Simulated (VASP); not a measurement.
Set up this calculation in VASP 6.6.1, as the native input.

```
Task                   : single point
Functional             : PBE
Potentials or basis    : VASP PAW PBE potentials, release 64 (Mo_sv, Si)
Cutoff                 : 520 eV
k mesh                 : 4 × 4 × 3
Occupations            : fermi-dirac, width 0.05 eV
Spin                   : non-collinear spin, zero start, spin-orbit coupling
Starting moments       : [[0, 0, 0], [0, 0, 0], [0, 0, 0], [0, 0, 0], [0, 0, 0], [0, 0, 0]] μB
Dipole correction      : no
Further INCAR settings : ALGO = Normal; EDIFF = 1e-06; NBANDS = 60
```

The structure of Si2Mo lies in POSCAR:

```
Si2Mo
1.0
    4.2822350000     -0.5456250000     -0.0722480000
    0.5494970000      4.0429700000      0.6400400000
    0.3316530000     -0.1068210000      4.8679850000
Mo Si
2 4
Direct
    0.7620772819      0.7720417182      0.8478210139
    0.2971214427      0.5440930592      0.5738668275
    0.0431055103      0.2575369663     -0.0146620569
    0.8869712821      0.2231108734      0.4758882819
    0.4138619536      0.0882024770      0.2921573475
    0.8216655209      0.7420076218      0.3318383545
```

The input as run:

INCAR

```
  PREC = Accurate
  ENCUT = 520
  EDIFF = 1E-6
  ISMEAR = -1
  SIGMA = 0.05
  LREAL = F
  LASPH = T
  NELM = 150
  ALGO = Normal
  ISIF = 2
  LWAVE = F
  LCHARG = F
  MAGMOM = 0 0 0 0 0 0 0 0 0 0 0 0 0 0 0 0 0 0
  LORBIT = 11
  LSORBIT = T
  GGA_COMPAT = F
  LORBMOM = T
  LMAXMIX = 4
  GGA = PE
  NBANDS = 60
```

KPOINTS

```
Automatic mesh
0
Gamma
  4 4 3
```

Potentials or basis: VASP PAW PBE potentials, release 64 (Mo_sv, Si).

The run is started by

```console
$ cat potpaw_PBE.64/Mo_sv/POTCAR potpaw_PBE.64/Si/POTCAR > POTCAR
$ mpirun -np 1 vasp_ncl > vasp.out
```

It gave:

The pressure is 25.7 GPa, the largest force is 2.669 eV/Å and the net moment is 0.00 μB per cell. The valence electrons inside the program's atomic spheres are Mo 12.70, 12.84; Si 1.70, 1.78, 1.68, 1.80.

Caveat: the k points lie up to 0.43 Å⁻¹ apart.

Run time: 3.1 min on 1 thread of Intel(R) Xeon(R) Platinum 8481C CPU @ 2.70GHz (Sapphire Rapids) (shared host), peak memory 0.53 GiB.
